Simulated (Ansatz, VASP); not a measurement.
# One calculation of Si2Ni, two programs

```xyz
3
Lattice="0.0000 2.7030 2.7030 2.7030 0.0000 2.7030 2.7030 2.7030 0.0000" Properties=species:S:1:pos:R:3 pbc="T T T"
Ni    0.0000    0.0000    0.0000
Si    4.0545    4.0545    4.0545
Si    1.3515    1.3515    1.3515
```

Alike in both runs: task relaxation of cell and atoms; functional PBE; k mesh 9 × 9 × 9; occupations fermi-dirac, width 0.05 eV; collinear spin; Hubbard terms Ni d U = 2.0 eV.

|  | VASP | Ansatz |
| --- | --- | --- |
| version | VASP 6.6.1 | Ansatz 0.2.0 |
| potentials or method | VASP PAW PBE potentials, release 64 (Ni, Si) | Ansatz PAW |
| plane-wave cutoff (eV) | 600 | 420 |
| valence electrons in the cell | 18 | 26 |

```tsv
	VASP	Ansatz	Ansatz less VASP
gap on the k mesh at the Fermi level, each at its own relaxed structure (eV)	none	none	-
net moment per atom (μB)	0.00	0.00	0.000
relaxed volume (Å³/atom)	13.34	13.48	+0.141
relaxed cell length with the largest relative difference (Å)	3.840	3.853	+0.0135
```

The programs project onto different local orbitals, so the same U acts differently, and such runs can settle in different states. A gap of «none» marks a metal or a gap that the smearing closes. VASP's potentials hold 18 valence electrons a cell and Ansatz's 26, so a difference there can come from the potentials and not from the codes.

Noted on Ansatz's run: the magnetic or orbital state may not be the lowest; the plane-wave basis is chosen anew once the cell has moved, so the energies of steps on either side of that aren't comparable.
